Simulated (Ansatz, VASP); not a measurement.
## One calculation of TaNb3F2, two programs

```xyz
6
Lattice="3.0917 0.0000 0.0000 0.0000 3.0917 0.0000 0.0000 0.0000 10.0148" Properties=species:S:1:pos:R:3 pbc="T T T"
Ta    0.0000    0.0000    0.0000
Nb    0.0000    0.0000    6.7559
Nb    0.0000    0.0000    3.2589
Nb    1.5458    1.5458    5.0074
F     1.5458    1.5458    8.8355
F     1.5458    1.5458    1.1793
```

Change from the starting cell: species swapped into the Er2Mg3Ru type (P4/mmm, No. 123).

Alike in both runs: functional PBE; k mesh 6 × 6 × 2; occupations gaussian, width 0.1 eV; collinear spin.

Ansatz relaxed the structure, and its values are those at the end. VASP's run is a single point on that final structure, the one shown.

```csv
,VASP,Ansatz
version,VASP 6.6.1,Ansatz 0.2.0
potentials or method,"VASP PAW PBE potentials, release 64 (Ta_pv, Nb_sv, F), cutoff 520 eV","scalar-relativistic, plane waves, PAW"
valence electrons in the cell,64,66
```

Ansatz gave:

```
gap on the k mesh at the Fermi level (eV) : none
pressure (GPa)                            : -0.2
rms of the force components (eV/Å)        : 0.008
net moment per atom (μB)                  : 0.00
```

Estimate VASP's values.

gap on the k mesh at the Fermi level (eV): none; pressure (GPa): -0.5; rms of the force components (eV/Å): 0.005; net moment per atom (μB): 0.00.

A gap of «none» marks a metal or a gap that the smearing closes. VASP's potentials hold 64 valence electrons a cell and Ansatz's 66, so a difference there can come from the potentials and not from the codes. Ansatz's warnings: seeded moment not kept.

Spin-orbit coupling is off throughout.
